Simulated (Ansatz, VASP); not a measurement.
Two plane-wave programs on As

File INCAR:

```
SYSTEM = As
  ALGO = Normal
  EDIFF = 1E-6
  ENCUT = 520
  GGA = PE
  ISIF = 2
  ISMEAR = -1
  LASPH = .TRUE.
  LCHARG = .FALSE.
  LREAL = .FALSE.
  LWAVE = .FALSE.
  NBANDS = 8
  NELM = 60
  PREC = Accurate
  SIGMA = 0.1
```

Contents of KPOINTS:

```
k-points
0
G
  15 15 15
  0 0 0
```

POSCAR

```
As
1.0
   -1.7258329717      1.7258329717      1.7258329717
    1.7258329717     -1.7258329717      1.7258329717
    1.7258329717      1.7258329717     -1.7258329717
As
1
Direct
    0.0000000000      0.0000000000      0.0000000000
```

Input for Ansatz:

```yaml
crystal:
  lattice:
    - [-1.7258329717, 1.7258329717, 1.7258329717]
    - [1.7258329717, -1.7258329717, 1.7258329717]
    - [1.7258329717, 1.7258329717, -1.7258329717]
  atoms:
    - { symbol: As, position: [0.0, 0.0, 0.0] }
hamiltonian:
  xc: pbe
  pseudopotentials:
    kind: paw
    azcp:
      As: "pseudopotentials/As.paw.azcp"
basis:
  ecutwfc: 420
  fft_grid_basis: typed
kpoints:
  mp_grid: { grid: [15, 15, 15], shift: [0, 0, 0] }
magnetization:
  spin_polarized: false
scf:
  occupations: { method: fermi_dirac, width: 0.1 }
  lower_state_search: "off"
output:
  stress: true
  write_density: true
  write_potential: true
  elf: true
  volumetric_format: npy
```

Alike in both runs: task single point; functional PBE; k mesh 15 × 15 × 15; occupations fermi-dirac, width 0.1 eV; no spin polarisation.

```csv
,VASP,Ansatz
version,VASP 6.6.1,Ansatz 0.2.0
potentials or method,"VASP PAW PBE potentials, release 64 (As), cutoff 520 eV","plane waves (420 eV) with PAW, scalar-relativistic"
valence electrons in the cell,5,15
```

|  | VASP | Ansatz | Ansatz less VASP |
| --- | --- | --- | --- |
| pressure (GPa) | -5.2 | -5.2 | -0.02 |

VASP's potentials hold 5 valence electrons a cell and Ansatz's 15, so a difference there can come from the potentials and not from the codes.
